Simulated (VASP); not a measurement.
# Nb2PdSe4 (C2/m) in VASP: single point with PBE

Aim: the single point of Nb2PdSe4 with PBE.

Program: VASP 6.6.1. These are calculated values, not measurements. Logs are shortened: lines on timing, memory, paths and dates and some standing lists are left out, and cuts for length are marked.

### Step 1. The cell of the first run

It takes space group C2/m (No. 12, monoclinic). The conventional cell has a = 13.750 Å, b = 3.528 Å, c = 6.490 Å, α = 90.00°, β = 115.84°, γ = 90.00°. Within 3.6 Å of Nb (site symmetry m) lie 6 Se at 2.57 to 2.85 Å and 4 Nb at 3.03 to 3.53 Å and 1 Pd at 3.16 Å. Pd (site symmetry 2/m) has 6 Se at 2.68 to 2.70 Å and 2 Nb at 3.16 Å and 2 Pd at 3.53 Å within 3.6 Å. Se (site symmetry m) has 3 Nb at 2.57 to 2.59 Å and 1 Pd at 2.70 Å and 10 Se at 3.15 to 3.80 Å within 3.9 Å. Within 4.2 Å of Se (site symmetry m) lie 2 Pd at 2.68 Å and 4 Nb at 2.68 to 4.17 Å and 12 Se at 3.36 to 4.03 Å.

### Step 2. Single point, PBE

Contents of INCAR:

```
PREC = Accurate ; ENCUT = 520
EDIFF = 1E-7 ; ISMEAR = 0
SIGMA = 0.1 ; LREAL = F
LASPH = T ; NELM = 100
ALGO = Normal ; ISIF = 2
LWAVE = F ; LCHARG = T
GGA = PE ; LELF = T
LVHAR = T ; NBANDS = 39
```

Contents of KPOINTS:

```
Automatic mesh
0
Gamma
  10 10 6
```

Contents of POSCAR:

```
Nb2PdSe4
1.0
    6.8751039192     -1.7638210231     -0.0120981668
    6.8751039192      1.7638210231     -0.0120981668
   -2.8191126006      0.0000000000      5.8462720375
Nb Pd Se
2 1 4
Direct
    0.7479740691      0.7479740691      0.6882573558
    0.2520259309      0.2520259309      0.3117426442
    0.0000000000      0.0000000000      0.0000000000
    0.1054315170      0.1054315170      0.4610248643
    0.8945684830      0.8945684830      0.5389751357
    0.3577585866      0.3577585866      0.0191855523
    0.6422414134      0.6422414134      0.9808144477
```

Potentials or basis: VASP PAW PBE potentials, release 64 (Nb_sv, Pd, Se).

Command:

```sh
$ cat potpaw_PBE.64/Nb_sv/POTCAR potpaw_PBE.64/Pd/POTCAR potpaw_PBE.64/Se/POTCAR > POTCAR
$ mpirun -np 1 vasp_std > vasp.out
```

OUTCAR:

```text
PREC = Accurate
   ENCUT = 520
   EDIFF = 1E-7
   ISMEAR = 0
   LREAL = F
   LASPH = T
   NELM = 100
   ISIF = 2
   GGA = PE

 ion  position               nearest neighbor table
   1  0.748  0.748  0.688-   4 2.57   4 2.57   5 2.59   6 2.68   6 2.68   7 2.85   2 3.03   2 3.03
                             3 3.16
   2  0.252  0.252  0.312-   5 2.57   5 2.57   4 2.59   7 2.68   7 2.68   6 2.85   1 3.03   1 3.03
                             3 3.16
   3  0.000  0.000  0.000-   7 2.68   7 2.68   6 2.68   6 2.68   4 2.70   5 2.70   1 3.16   2 3.16

   4  0.105  0.105  0.461-   1 2.57   1 2.57   2 2.59   3 2.70
   5  0.895  0.895  0.539-   2 2.57   2 2.57   1 2.59   3 2.70
   6  0.358  0.358  0.019-   3 2.68   3 2.68   1 2.68   1 2.68   2 2.85
   7  0.642  0.642  0.981-   3 2.68   3 2.68   2 2.68   2 2.68   1 2.85

  LATTYP: Found a base centered monoclinic cell.
 ALAT       =    13.7502291276
 B/A-ratio  =     0.2565515100
 C/A-ratio  =     0.4720268302
 COS(beta)  =    -0.4359303506

  Lattice vectors:

 A1 = (   6.8751039192,  -1.7638210231,  -0.0120981668)
 A2 = (   6.8751039192,   1.7638210231,  -0.0120981668)
 A3 = (  -2.8191126006,   0.0000000000,   5.8462720375)

Analysis of symmetry for initial positions (statically):
=====================================================================
 Subroutine PRICEL returns:
 Original cell was already a primitive cell.

 Routine SETGRP: Setting up the symmetry group for a
 base centered monoclinic supercell.

 Subroutine GETGRP returns: Found  4 space group operations
 (whereof  4 operations were pure point group operations)
 out of a pool of  4 trial point group operations.

The static configuration has the point symmetry C_2h.

Analysis of symmetry for dynamics (positions and initial velocities):
=====================================================================
 Subroutine PRICEL returns:
 Original cell was already a primitive cell.

 Routine SETGRP: Setting up the symmetry group for a
 base centered monoclinic supercell.

 Subroutine GETGRP returns: Found  4 space group operations
 (whereof  4 operations were pure point group operations)
 out of a pool of  4 trial point group operations.

The dynamic configuration has the point symmetry C_2h.

 Subroutine INISYM returns: Found  4 space group operations
 (whereof  4 operations are pure point group operations),
 and found     1 'primitive' translations

----------------------------------------------------------------------------------------

                                     Primitive cell

  volume of cell :     141.6688

  direct lattice vectors                    reciprocal lattice vectors
     6.875103919 -1.763821023 -0.012098167     0.072787937 -0.283475474  0.035098844
     6.875103919  1.763821023 -0.012098167     0.072787937  0.283475474  0.035098844
    -2.819112601  0.000000000  5.846272038     0.000301252  0.000000000  0.171194439

  length of vectors
     7.097764780  7.097764780  6.490477070     0.294768310  0.294768310  0.171194704

  position of ions in fractional coordinates (direct lattice)
     0.747974069  0.747974069  0.688257356
     0.252025931  0.252025931  0.311742644
     0.000000000  0.000000000  0.000000000
     0.105431517  0.105431517  0.461024864
     0.894568483  0.894568483  0.538975136
     0.357758587  0.357758587  0.019185552
     0.642241413  0.642241413  0.980814448

  ion indices of the primitive-cell ions
   primitive index   ion index
                 1           1
                 2           2
                 3           3
                 4           4
                 5           5
                 6           6
                 7           7

----------------------------------------------------------------------------------------

 KPOINTS: Automatic mesh

Automatic generation of k-mesh.
 Grid dimensions read from file:
 generate k-points for:   10   10    6

 Generating k-lattice:

  Cartesian coordinates                     Fractional coordinates (reciprocal lattice)
     0.007278794 -0.028347547  0.003509884     0.100000000  0.000000000 -0.000000000
     0.007278794  0.028347547  0.003509884     0.000000000  0.100000000 -0.000000000
     0.000050209  0.000000000  0.028532407     0.000000000  0.000000000  0.166666667

  Length of vectors
     0.029476831  0.029476831  0.028532451

  Shift w.r.t. Gamma in fractional coordinates (k-lattice)
     0.000000000  0.000000000  0.000000000

 Subroutine IBZKPT returns following result:
 ===========================================

 Found    172 irreducible k-points:

 Following reciprocal coordinates:
            Coordinates               Weight
  0.000000  0.000000  0.000000      1.000000
  0.100000 -0.000000 -0.000000      4.000000
  0.200000 -0.000000 -0.000000      4.000000
  0.300000 -0.000000 -0.000000      4.000000
  0.400000 -0.000000  0.000000      4.000000
  0.500000  0.000000 -0.000000      2.000000
[... 16 lines left out ...]
  0.300000  0.300000 -0.000000      2.000000
  0.400000  0.300000 -0.000000      4.000000
 [... further k-points ...]
   k-points           NKPTS =    172   k-points in BZ     NKDIM =    172   number of bands    NBANDS=     39
   number of dos      NEDOS =    301   number of ions     NIONS =      7
   total plane-waves  NPLWV = 139968
   dimension x,y,z NGX =    54 NGY =   54 NGZ =   48
   dimension x,y,z NGXF=   108 NGYF=  108 NGZF=   96
   ions per type =               2   1   4
   NGX,Y,Z   is equivalent  to a cutoff of  12.65, 12.65, 12.29 a.u.
   NGXF,Y,Z  is equivalent  to a cutoff of  25.30, 25.30, 24.59 a.u.
 SYSTEM =  unknown system
   PREC   = accura    normal or accurate (medium, high low for compatibility)
   ISTART =      0    job   : 0-new  1-cont  2-samecut
   ICHARG =      2    charge: 1-file 2-atom 10-const
   ISPIN  =      1    spin polarized calculation?
   LNONCOLLINEAR =      F non collinear calculations
   LSORBIT =      F    spin-orbit coupling
   LASPH  =      T    aspherical Exc in radial PAW
   ENCUT  =  520.0 eV  38.22 Ry    6.18 a.u.  13.20 13.20 12.07*2*pi/ulx,y,z
   NELM   =    100;   NELMIN=  2; NELMDL= -5     # of ELM steps
   EDIFF  = 0.1E-06   stopping-criterion for ELM
   LREAL  =      F    real-space projection
   EDIFFG = 0.1E-05   stopping-criterion for IOM
   NSW    =      0    number of steps for IOM
   IBRION =     -1    ionic relax: 0-MD 1-quasi-New 2-CG
   NFREE  =      0    steps in history (QN), initial steepest desc. (CG)
   ISIF   =      2    stress and relaxation
   ISYM   =      2    0-nonsym 1-usesym 2-fastsym
   POTIM  = 0.5000    time-step for ionic-motion
   TEBEG  =    0.0;   TEEND  =   0.0 temperature during run
   PSTRESS=    0.0 pullay stress
   NELECT =      60.0000    total number of electrons
   NUPDOWN=      -1.0000    fix difference up-down
   EMIN   =  10.00;   EMAX   =-10.00  energy-range for DOS
   EFERMI =   0.00;   METHOD = LEGACY
   ISMEAR =     0;   SIGMA  =   0.10  broadening in eV -4-tet -1-fermi 0-gaus
   EFERMI_NEDOS =   21; number of points for ismear=-14 and -15
   IALGO  =     38    algorithm
   IMIX   =      4    mixing-type and parameters
     AMIX     =   0.40;   BMIX     =  1.00
     AMIX_MAG =   1.60;   BMIX_MAG =  1.00
  volume/ion in A,a.u.               =      20.24       136.58
  Fermi-wavevector in a.u.,A,eV,Ry     =   1.229421  2.323268 20.564871  1.511475
  Thomas-Fermi vector in A             =   2.364309
   LORBIT       =      0    0 simple, 1 ext, 2 COOP (PROOUT), +10 PAW based schemes
   GGA     = PE    functional components
   LHFCALC =     F    Hartree Fock is set to
   AEXX    =    0.0000 exact exchange contribution
   IVDW    =     0    specifies the selected vdW correction
   LEPSILON=     F    determine dielectric tensor
   LRPA    =     F    only Hartree local field effects (RPA)
 non-spin polarized calculation
 Gauss-broadening in eV      SIGMA  =   0.10
  energy-cutoff  :      520.00
  volume of cell :      141.67
 maximum number of plane-waves:      3856
 NGX is ok and might be reduce to    54
   NGX = 27   NGY = 27   NGZ = 25

 number of electron      60.0000002 magnetization

 Free energy of the ion-electron system (eV)
  ---------------------------------------------------
  ext. energy  EPLUGINS =         0.00000000
  ---------------------------------------------------
  free energy    TOTEN  =       -44.67152997 eV

  energy without entropy =      -44.64826413  energy(sigma->0) =      -44.65989705

 E-fermi :   6.9736     XC(G=0): -10.8082

 val. band max:        6.9726941771   @ k =   0.2000  -0.0000   0.5000
 cond. band min:       6.9771974196   @ k =   0.2000   0.2000   0.5000
 fundamental gap:      0.0045032425
 Fermi energy:         6.9736349610

 k-point     1 :       0.0000    0.0000    0.0000
  band No.  band energies     occupation
      1     -48.3341      2.00000
      2     -48.2797      2.00000
      3     -24.5602      2.00000
      4     -24.5088      2.00000
      5     -24.4327      2.00000
      6     -24.3704      2.00000
[... 31 lines left out ...]
     38      10.3004      0.00000
     39      10.4265      0.00000

 k-point     2 :       0.1000   -0.0000   -0.0000
  band No.  band energies     occupation
      1     -48.3320      2.00000
      2     -48.2802      2.00000
      3     -24.5576      2.00000
      4     -24.5049      2.00000
      5     -24.4504      2.00000
      6     -24.3742      2.00000
[... 31 lines left out ...]
     38      10.3046      0.00000
     39      10.9569      0.00000

 k-point     3 :       0.2000   -0.0000   -0.0000
  band No.  band energies     occupation
      1     -48.3260      2.00000
      2     -48.2819      2.00000
      3     -24.5544      2.00000
      4     -24.5034      2.00000
      5     -24.4843      2.00000
      6     -24.3904      2.00000
[... 832 lines left out ...]
 k-point    23 :       0.3000    0.3000   -0.0000
  band No.  band energies     occupation
      1     -48.3341      2.00000
      2     -48.2798      2.00000
      3     -24.5601      2.00000
      4     -24.5093      2.00000
      5     -24.4327      2.00000
      6     -24.3701      2.00000
[... 31 lines left out ...]
     38      10.3707      0.00000
     39      10.6968      0.00000

 k-point    24 :       0.4000    0.3000   -0.0000
  band No.  band energies     occupation
      1     -48.3320      2.00000
      2     -48.2803      2.00000
      3     -24.5574      2.00000
      4     -24.5054      2.00000
      5     -24.4504      2.00000
      6     -24.3739      2.00000
[... 31 lines left out ...]
     38      10.1287      0.00000
     39      10.6184      0.00000

 [... further k-points ...]

------------------------ aborting loop because EDIFF is reached ----------------------------------------

  FORCE on cell =-STRESS in cart. coord.  units (eV):
  Direction    XX          YY          ZZ          XY          YZ          ZX
  --------------------------------------------------------------------------------------
  -------------------------------------------------------------------------------------
  Total       -0.0306210     -0.0307582     -0.0421657      0.0000000      0.0000000      0.0063271
  in kB       -0.3463031     -0.3478548     -0.4768656      0.0000000      0.0000000      0.0715548
  external PRESSURE =      -0.3903412 kB  Pullay stress =       0.0000000 kB

 VOLUME and BASIS-vectors are now :
 -----------------------------------------------------------------------------
  energy-cutoff  :      520.00
  volume of cell :      141.67
      direct lattice vectors                 reciprocal lattice vectors
     6.875103919 -1.763821023 -0.012098167     0.072787937 -0.283475474  0.035098844
     6.875103919  1.763821023 -0.012098167     0.072787937  0.283475474  0.035098844
    -2.819112601  0.000000000  5.846272038     0.000301252  0.000000000  0.171194439

 POSITION                                       TOTAL-FORCE (eV/Angst)
 -----------------------------------------------------------------------------------
      8.34452      0.00000      4.00564        -0.003715      0.000000     -0.005595
      2.58657      0.00000      1.81643         0.003715      0.000000      0.005595
      0.00000      0.00000      0.00000         0.000000      0.000000      0.000000
      0.15002      0.00000      2.69273         0.004161      0.000000      0.006010
     10.78107      0.00000      3.12935        -0.004161      0.000000     -0.006010
      4.86517      0.00000      0.10351        -0.015474      0.000000      0.001217
      6.06593      0.00000      5.71857         0.015474      0.000000     -0.001217
 -----------------------------------------------------------------------------------
    total drift:                                0.000000      0.000000     -0.000000

  FREE ENERGIE OF THE ION-ELECTRON SYSTEM (eV)
  ---------------------------------------------------
  free  energy   TOTEN  =       -44.6715299744 eV

  energy  without entropy=      -44.6482641268  energy(sigma->0) =      -44.65989705
```

It took 33 min on 1 thread of Intel Xeon Platinum 8488C (Sapphire Rapids), shared host; peak memory 1 GiB.

Results:

```
Free energy            : -44.6715 eV
Pressure               : 0.0 GPa
Largest force          : 0.016 eV/Å
Band gap on the k mesh : zero (bands 30 and 31 overlap by 0.72 eV)
```

Forces on the atoms (eV/Å):
```
Nb  -0.004  0.000 -0.006
Nb   0.004  0.000  0.006
Pd   0.000  0.000  0.000
Se   0.004  0.000  0.006
Se  -0.004  0.000 -0.006
Se  -0.015  0.000  0.001
Se   0.015  0.000 -0.001
```

Levels at points of the mesh, in eV from the Fermi level:
```tsv
k point	band 26	band 27	band 28	band 29	band 30	band 31	band 32	band 33	band 34	band 35
(0.00, 0.00, 0.00)	-1.31	-0.83	-0.81	-0.77	-0.72	0.28	0.61	1.34	1.48	2.37
(0.50, 0.00, 0.00)	-1.93	-1.65	-1.35	-0.89	-0.76	0.10	1.97	2.05	2.07	2.11
(0.50, 0.50, 0.00)	-1.90	-1.86	-1.03	0.13	0.33	0.37	0.76	0.86	1.84	2.48
(0.00, 0.00, 0.50)	-1.90	-1.13	-0.88	-0.82	-0.14	0.07	0.10	0.57	1.86	2.12
(0.50, 0.00, 0.50)	-2.16	-1.72	-1.13	-0.97	-0.46	0.45	1.87	1.98	2.37	2.59
(0.50, 0.50, 0.50)	-1.97	-1.85	-1.09	-0.03	0.11	0.39	0.51	1.06	1.51	2.43
```
